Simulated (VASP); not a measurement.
A run of VASP 6.6.1 is set up as follows.

The input INCAR:

```
PREC     = Accurate       # precision mode
ENCUT    = 500            # plane-wave cutoff, eV
EDIFF    = 1E-6           # SCF threshold, eV
ISMEAR   = 0              # smearing method
SIGMA    = 0.2            # smearing width, eV
LREAL    = F              # projectors in reciprocal space
LASPH    = T              # aspherical terms in the spheres
NELM     = 120            # most SCF steps
ALGO     = Normal         # electronic algorithm
ISIF     = 2              # what is computed and relaxed
LWAVE    = F              # write WAVECAR
LCHARG   = F              # write CHGCAR
GGA      = RE             # functional
NBANDS   = 16             # bands
GGA_COMPAT= F
```

File KPOINTS:

```
regular mesh
0
Gamma
  8 8 8
```

Contents of POSCAR:

```
AgCl
1.0
    3.4339730000      0.0000000000      0.0000000000
    0.0000000000      3.4339730000      0.0000000000
    0.0000000000      0.0000000000      3.4339730000
Ag Cl
1 1
Direct
    0.0000000000      0.0000000000      0.0000000000
    0.5000000000      0.5000000000      0.5000000000
```

Potentials or basis: VASP PAW PBE potentials, release 64 (Ag, Cl).

Launch:

```console
$ cat potpaw_PBE.64/Ag/POTCAR potpaw_PBE.64/Cl/POTCAR > POTCAR
$ mpirun -np 1 vasp_std > vasp.out
```

Q: What does it give for the band gap on the k mesh?

A: 0.69 eV, indirect (least direct gap 2.18 eV).

Q: Estimate the pressure.

A: 2.1 GPa.

Caveat: the PAW data sets were made with another functional, which shifts forces and pressure a little. A k mesh can miss the band edges.
